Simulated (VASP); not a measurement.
Runs of VASP 6.6.1 on NaCl. The structure is that of space group F-43m (No. 216), or close to it. The cells are those of the table. 

```tsv
level	cell	smearing	gap on the mesh (eV)	pressure (GPa)
r2SCAN	a = 4.366, b = 4.366, c = 4.416 Å, angles 59.6, 59.6, 59.2°, 2 atoms	gaussian 0.01 eV	(b)	-0.1
r2SCAN	a = 4.389, b = 4.389, c = 4.366 Å, angles 60.2, 60.2, 59.7°, 2 atoms	gaussian 0.01 eV	5.54	-0.3
PBE	a = 4.389, b = 4.389, c = 4.366 Å, angles 60.2, 60.2, 59.7°, 2 atoms	fermi-dirac 0.02 eV	4.91	0.5
PBE	a = 4.366, b = 4.366, c = 4.416 Å, angles 59.6, 59.6, 59.2°, 2 atoms	fermi-dirac 0.02 eV	4.91	(a)
```

Alike in all rows: task single point; potentials or basis VASP PAW PBE potentials, release 64 (Na_pv, Cl); no spin polarisation; k mesh 8 × 8 × 8; cutoff (eV) 520.

Q: Fill in the values left out.

A: (a) 0.7; (b) 5.53.

Caveats: the PAW data sets were made with another functional, which shifts forces and pressure a little (some runs).

A k mesh can miss the band edges.
